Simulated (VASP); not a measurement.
# BaMg2GeS4 (I-42m) in VASP: single point with PBE

Aim: the single point of BaMg2GeS4 with PBE.

Program: VASP 6.6.1. These are calculated values, not measurements. Logs are shortened: lines on timing, memory, paths and dates and some standing lists are left out, and cuts for length are marked.

**1. The cell of the first run**

It takes space group I-42m (No. 121, tetragonal). The conventional cell has a = 6.698 Å, b = 6.698 Å, c = 7.865 Å, α = 90.00°, β = 90.00°, γ = 90.00°. Ge (site symmetry -42m) has 4 S at 2.16 Å within 2.9 Å. Mg (site symmetry -4) has 4 S at 2.55 Å within 3.4 Å. S (site symmetry m) has 1 Ge at 2.16 Å and 2 Mg at 2.55 Å within 2.9 Å. Ba (site symmetry -42m) has 8 S at 3.20 to 3.24 Å and 8 Mg at 3.88 Å and 2 Ge at 3.93 Å within 4.2 Å.

**2. Single point, PBE**

INCAR reads:

```
SYSTEM = BaMg2GeS4
PREC = Accurate
ENCUT = 520
EDIFF = 1E-7
ISMEAR = -1
SIGMA = 0.1
LREAL = .FALSE.
LASPH = .TRUE.
NELM = 80
ALGO = Normal
ISIF = 2
LWAVE = .FALSE.
LCHARG = .FALSE.
GGA = PE
NBANDS = 36
```

KPOINTS reads:

```
regular mesh
0
G
  7 7 7
  0 0 0
```

POSCAR reads:

```
BaMg2GeS4
1.0
   -3.3490890000      3.3490890000      3.9322850000
    3.3490890000     -3.3490890000      3.9322850000
    3.3490890000      3.3490890000     -3.9322850000
Ge Mg S Ba
1 2 4 1
Direct
    0.5000000000      0.5000000000      0.0000000000
    0.7500000000      0.2500000000      0.5000000000
    0.2500000000      0.7500000000      0.5000000000
    0.5323000000      0.5323000000      0.3766000000
    0.4677000000      0.8443000000      0.0000000000
    0.1557000000      0.1557000000      0.6234000000
    0.8443000000      0.4677000000      0.0000000000
    0.0000000000      0.0000000000      0.0000000000
```

Potentials or basis: VASP PAW PBE potentials, release 64 (Ge_d, Mg, S, Ba_sv).

Command:

```sh
$ cat potpaw_PBE.64/Ge_d/POTCAR potpaw_PBE.64/Mg/POTCAR potpaw_PBE.64/S/POTCAR potpaw_PBE.64/Ba_sv/POTCAR > POTCAR
$ mpirun -np 1 vasp_std > vasp.out
```

OUTCAR:

```text
SYSTEM = BaMg2GeS4
   PREC = Accurate
   ENCUT = 520
   EDIFF = 1E-7
   ISMEAR = -1
   LREAL = .FALSE.
   LASPH = .TRUE.
   NELM = 80
   ISIF = 2
   GGA = PE

 ion  position               nearest neighbor table
   1  0.500  0.500  0.000-   5 2.16   7 2.16   6 2.16   4 2.16
   2  0.750  0.250  0.500-   4 2.55   7 2.55   5 2.55   6 2.55   8 3.88   8 3.88   8 3.88   8 3.88

   3  0.250  0.750  0.500-   4 2.55   5 2.55   7 2.55   6 2.55   8 3.88   8 3.88   8 3.88   8 3.88

   4  0.532  0.532  0.377-   1 2.16   2 2.55   3 2.55   8 3.20   8 3.24
   5  0.468  0.844  0.000-   1 2.16   2 2.55   3 2.55   8 3.20   8 3.24
   6  0.156  0.156  0.623-   1 2.16   2 2.55   3 2.55   8 3.20   8 3.24
   7  0.844  0.468  0.000-   1 2.16   3 2.55   2 2.55   8 3.20   8 3.24
   8  0.000  0.000  0.000-   6 3.20   4 3.20   7 3.20   5 3.20   4 3.24   7 3.24   5 3.24   6 3.24
                             2 3.88   2 3.88   3 3.88   3 3.88   3 3.88   2 3.88   2 3.88   3 3.88

  LATTYP: Found a body centered tetragonal cell.
 ALAT       =     6.6981780000
 C/A-ratio  =     1.1741357127

  Lattice vectors:

 A1 = (  -3.3490890000,   3.3490890000,   3.9322850000)
 A2 = (   3.3490890000,  -3.3490890000,   3.9322850000)
 A3 = (   3.3490890000,   3.3490890000,  -3.9322850000)

Analysis of symmetry for initial positions (statically):
=====================================================================
 Subroutine PRICEL returns:
 Original cell was already a primitive cell.

 Routine SETGRP: Setting up the symmetry group for a
 body centered tetragonal supercell.

 Subroutine GETGRP returns: Found  8 space group operations
 (whereof  8 operations were pure point group operations)
 out of a pool of 16 trial point group operations.

The static configuration has the point symmetry D_2d.

Analysis of symmetry for dynamics (positions and initial velocities):
=====================================================================
 Subroutine PRICEL returns:
 Original cell was already a primitive cell.

 Routine SETGRP: Setting up the symmetry group for a
 body centered tetragonal supercell.

 Subroutine GETGRP returns: Found  8 space group operations
 (whereof  8 operations were pure point group operations)
 out of a pool of 16 trial point group operations.

The dynamic configuration has the point symmetry D_2d.

 Subroutine INISYM returns: Found  8 space group operations
 (whereof  8 operations are pure point group operations),
 and found     1 'primitive' translations

----------------------------------------------------------------------------------------

                                     Primitive cell

  volume of cell :     176.4243

  direct lattice vectors                    reciprocal lattice vectors
    -3.349089000  3.349089000  3.932285000     0.000000000  0.149294330  0.127152533
     3.349089000 -3.349089000  3.932285000     0.149294330  0.000000000  0.127152533
     3.349089000  3.349089000 -3.932285000     0.149294330  0.149294330  0.000000000

  length of vectors
     6.155945060  6.155945060  6.155945060     0.196103452  0.196103452  0.211134067

  position of ions in fractional coordinates (direct lattice)
     0.500000000  0.500000000  0.000000000
     0.750000000  0.250000000  0.500000000
     0.250000000  0.750000000  0.500000000
     0.532300000  0.532300000  0.376600000
     0.467700000  0.844300000  0.000000000
     0.155700000  0.155700000  0.623400000
     0.844300000  0.467700000  0.000000000
     0.000000000  0.000000000  0.000000000

  ion indices of the primitive-cell ions
   primitive index   ion index
                 1           1
                 2           2
                 3           3
                 4           4
                 5           5
                 6           6
                 7           7
                 8           8

----------------------------------------------------------------------------------------

 KPOINTS: regular mesh

Automatic generation of k-mesh.
 Grid dimensions read from file:
 generate k-points for:    7    7    7

 Generating k-lattice:

  Cartesian coordinates                     Fractional coordinates (reciprocal lattice)
     0.000000000  0.021327761  0.018164648     0.142857143  0.000000000 -0.000000000
     0.021327761  0.000000000  0.018164648     0.000000000  0.142857143 -0.000000000
     0.021327761  0.021327761  0.000000000     0.000000000  0.000000000  0.142857143

  Length of vectors
     0.028014779  0.028014779  0.030162010

  Shift w.r.t. Gamma in fractional coordinates (k-lattice)
     0.000000000  0.000000000  0.000000000

 Subroutine IBZKPT returns following result:
 ===========================================

 Found     40 irreducible k-points:

 Following reciprocal coordinates:
            Coordinates               Weight
  0.000000  0.000000  0.000000      1.000000
  0.142857 -0.000000  0.000000      8.000000
  0.285714  0.000000 -0.000000      8.000000
  0.428571  0.000000 -0.000000      8.000000
  0.142857  0.142857 -0.000000      8.000000
  0.285714  0.142857 -0.000000     16.000000
[... 16 lines left out ...]
 -0.142857  0.285714  0.142857      8.000000
 -0.428571  0.428571  0.142857      8.000000
 [... further k-points ...]
   k-points           NKPTS =     40   k-points in BZ     NKDIM =     40   number of bands    NBANDS=     36
   number of dos      NEDOS =    301   number of ions     NIONS =      8
   total plane-waves  NPLWV = 110592
   dimension x,y,z NGX =    48 NGY =   48 NGZ =   48
   dimension x,y,z NGXF=    96 NGYF=   96 NGZF=   96
   ions per type =               1   2   4   1
   NGX,Y,Z   is equivalent  to a cutoff of  12.96, 12.96, 12.96 a.u.
   NGXF,Y,Z  is equivalent  to a cutoff of  25.93, 25.93, 25.93 a.u.
 SYSTEM =  BaMg2GeS4
   PREC   = accura    normal or accurate (medium, high low for compatibility)
   ISTART =      0    job   : 0-new  1-cont  2-samecut
   ICHARG =      2    charge: 1-file 2-atom 10-const
   ISPIN  =      1    spin polarized calculation?
   LNONCOLLINEAR =      F non collinear calculations
   LSORBIT =      F    spin-orbit coupling
   LASPH  =      T    aspherical Exc in radial PAW
   ENCUT  =  520.0 eV  38.22 Ry    6.18 a.u.  11.45 11.45 11.45*2*pi/ulx,y,z
   NELM   =     80;   NELMIN=  2; NELMDL= -5     # of ELM steps
   EDIFF  = 0.1E-06   stopping-criterion for ELM
   LREAL  =      F    real-space projection
   EDIFFG = 0.1E-05   stopping-criterion for IOM
   NSW    =      0    number of steps for IOM
   IBRION =     -1    ionic relax: 0-MD 1-quasi-New 2-CG
   NFREE  =      0    steps in history (QN), initial steepest desc. (CG)
   ISIF   =      2    stress and relaxation
   ISYM   =      2    0-nonsym 1-usesym 2-fastsym
   POTIM  = 0.5000    time-step for ionic-motion
   TEBEG  =    0.0;   TEEND  =   0.0 temperature during run
   PSTRESS=    0.0 pullay stress
   NELECT =      52.0000    total number of electrons
   NUPDOWN=      -1.0000    fix difference up-down
   EMIN   =  10.00;   EMAX   =-10.00  energy-range for DOS
   EFERMI =   0.00;   METHOD = LEGACY
   ISMEAR =    -1;   SIGMA  =   0.10  broadening in eV -4-tet -1-fermi 0-gaus
   EFERMI_NEDOS =   21; number of points for ismear=-14 and -15
   IALGO  =     38    algorithm
   IMIX   =      4    mixing-type and parameters
     AMIX     =   0.40;   BMIX     =  1.00
     AMIX_MAG =   1.60;   BMIX_MAG =  1.00
  volume/ion in A,a.u.               =      22.05       148.82
  Fermi-wavevector in a.u.,A,eV,Ry     =   1.089490  2.058837 16.149952  1.186988
  Thomas-Fermi vector in A             =   2.225694
   LORBIT       =      0    0 simple, 1 ext, 2 COOP (PROOUT), +10 PAW based schemes
   GGA     = PE    functional components
   LHFCALC =     F    Hartree Fock is set to
   AEXX    =    0.0000 exact exchange contribution
   IVDW    =     0    specifies the selected vdW correction
   LEPSILON=     F    determine dielectric tensor
   LRPA    =     F    only Hartree local field effects (RPA)
 non-spin polarized calculation
  energy-cutoff  :      520.00
  volume of cell :      176.42
 maximum number of plane-waves:      4787
 NGX is ok and might be reduce to    48
   NGX = 23   NGY = 23   NGZ = 23

 number of electron      51.9999992 magnetization

 Free energy of the ion-electron system (eV)
  ---------------------------------------------------
  ext. energy  EPLUGINS =         0.00000000
  ---------------------------------------------------
  free energy    TOTEN  =       -32.59730113 eV

  energy without entropy =      -32.45400895  energy(sigma->0) =      -32.52565504

 E-fermi :   5.9099     XC(G=0):  -9.4106

 val. band max:        5.8819733818   @ k =   0.2857   0.2857   0.1429
 cond. band min:       5.9291997035   @ k =   0.2857   0.0000  -0.0000
 fundamental gap:      0.0472263217
 Fermi energy:         5.9099334691

 k-point     1 :       0.0000    0.0000    0.0000
  band No.  band energies     occupation
      1     -22.8409      2.00000
      2     -20.8278      2.00000
      3     -20.8278      2.00000
      4     -20.8184      2.00000
      5     -20.7628      2.00000
      6     -20.7494      2.00000
[... 28 lines left out ...]
     35       9.3498      0.00000
     36      10.1164      0.00000

 k-point     2 :       0.1429   -0.0000    0.0000
  band No.  band energies     occupation
      1     -22.8406      2.00000
      2     -20.8277      2.00000
      3     -20.8277      2.00000
      4     -20.8184      2.00000
      5     -20.7628      2.00000
      6     -20.7494      2.00000
[... 28 lines left out ...]
     35       9.6631      0.00000
     36       9.7119      0.00000

 k-point     3 :       0.2857    0.0000   -0.0000
  band No.  band energies     occupation
      1     -22.8399      2.00000
      2     -20.8277      2.00000
      3     -20.8277      2.00000
      4     -20.8184      2.00000
      5     -20.7628      2.00000
      6     -20.7494      2.00000
[... 28 lines left out ...]
     35       9.4029      0.00000
     36       9.7128      0.00000

 k-point     4 :       0.4286    0.0000   -0.0000
  band No.  band energies     occupation
      1     -22.8393      2.00000
      2     -20.8277      2.00000
      3     -20.8277      2.00000
      4     -20.8184      2.00000
      5     -20.7628      2.00000
      6     -20.7494      2.00000
[... 28 lines left out ...]
     35       9.2071      0.00000
     36       9.3867      0.00000

 k-point     5 :       0.1429    0.1429   -0.0000
  band No.  band energies     occupation
      1     -22.8401      2.00000
      2     -20.8277      2.00000
      3     -20.8277      2.00000
      4     -20.8184      2.00000
      5     -20.7628      2.00000
      6     -20.7494      2.00000
[... 655 lines left out ...]
 k-point    22 :      -0.2857    0.2857    0.1429
  band No.  band energies     occupation
      1     -22.8396      2.00000
      2     -20.8277      2.00000
      3     -20.8276      2.00000
      4     -20.8184      2.00000
      5     -20.7628      2.00000
      6     -20.7494      2.00000
[... 28 lines left out ...]
     35       9.6342      0.00000
     36      10.0826      0.00000

 k-point    23 :      -0.1429    0.2857    0.1429
  band No.  band energies     occupation
      1     -22.8396      2.00000
      2     -20.8277      2.00000
      3     -20.8277      2.00000
      4     -20.8184      2.00000
      5     -20.7628      2.00000
      6     -20.7494      2.00000
[... 28 lines left out ...]
     35       9.3818      0.00000
     36       9.8674      0.00000

 k-point    24 :      -0.4286    0.4286    0.1429
  band No.  band energies     occupation
      1     -22.8391      2.00000
      2     -20.8277      2.00000
      3     -20.8276      2.00000
      4     -20.8184      2.00000
      5     -20.7627      2.00000
      6     -20.7494      2.00000
[... 28 lines left out ...]
     35       9.1086      0.00000
     36      10.2668      0.00000

 [... further k-points ...]
[... 5 lines left out ...]
  --------------------------------------------------------------------------------------
  -------------------------------------------------------------------------------------
  Total        8.0626481      8.0626481      7.4573524      0.0000000      0.0000000      0.0000000
  in kB       73.2200347     73.2200347     67.7231098      0.0000000      0.0000000      0.0000000
  external PRESSURE =      71.3877264 kB  Pullay stress =       0.0000000 kB

 VOLUME and BASIS-vectors are now :
 -----------------------------------------------------------------------------
  energy-cutoff  :      520.00
  volume of cell :      176.42
      direct lattice vectors                 reciprocal lattice vectors
    -3.349089000  3.349089000  3.932285000     0.000000000  0.149294330  0.127152533
     3.349089000 -3.349089000  3.932285000     0.149294330  0.000000000  0.127152533
     3.349089000  3.349089000 -3.932285000     0.149294330  0.149294330  0.000000000

 POSITION                                       TOTAL-FORCE (eV/Angst)
 -----------------------------------------------------------------------------------
      0.00000      0.00000      3.93228         0.000000     -0.000000      0.000000
     -0.00000      3.34909      1.96614        -0.000000     -0.000000      0.000000
      3.34909     -0.00000      1.96614        -0.000000     -0.000000      0.000000
      1.26127      1.26127      2.70541         1.058319      1.058319     -1.234855
      1.26127     -1.26127      5.15916         1.058319     -1.058319      1.234855
      2.08782      2.08782     -1.22687        -1.058319     -1.058319     -1.234855
     -1.26127      1.26127      5.15916        -1.058319      1.058319      1.234855
      0.00000      0.00000      0.00000         0.000000     -0.000000     -0.000000
 -----------------------------------------------------------------------------------
    total drift:                               -0.000006     -0.000006     -0.000004

  FREE ENERGIE OF THE ION-ELECTRON SYSTEM (eV)
  ---------------------------------------------------
  free  energy   TOTEN  =       -32.5973011293 eV

  energy  without entropy=      -32.4540089527  energy(sigma->0) =      -32.52565504
```

Wall time 5.3 min (1 thread of AMD EPYC 7R43 (Zen 3), shared host); peak memory 0.46 GiB.

What came out:

```yaml
Free_energy: -32.5973 eV
Pressure: 7.1 GPa
Largest_force: 1.940 eV/Å
Band_gap_on_the_k_mesh: zero (band 26 reaches 6.08 eV, above the bottom of band 27 at 5.71 eV)
```

Forces on the atoms (eV/Å):
```
Ge   0.000  0.000  0.000
Mg   0.000  0.000  0.000
Mg   0.000  0.000  0.000
S    1.058  1.058 -1.235
S    1.058 -1.058  1.235
S   -1.058 -1.058 -1.235
S   -1.058  1.058  1.235
Ba   0.000  0.000  0.000
```

Caveat: spin-orbit coupling is left out, which moves the levels of the heavy elements; forces of over 1 eV/Å act on the atoms, so gaps and moduli don't describe the material at rest.
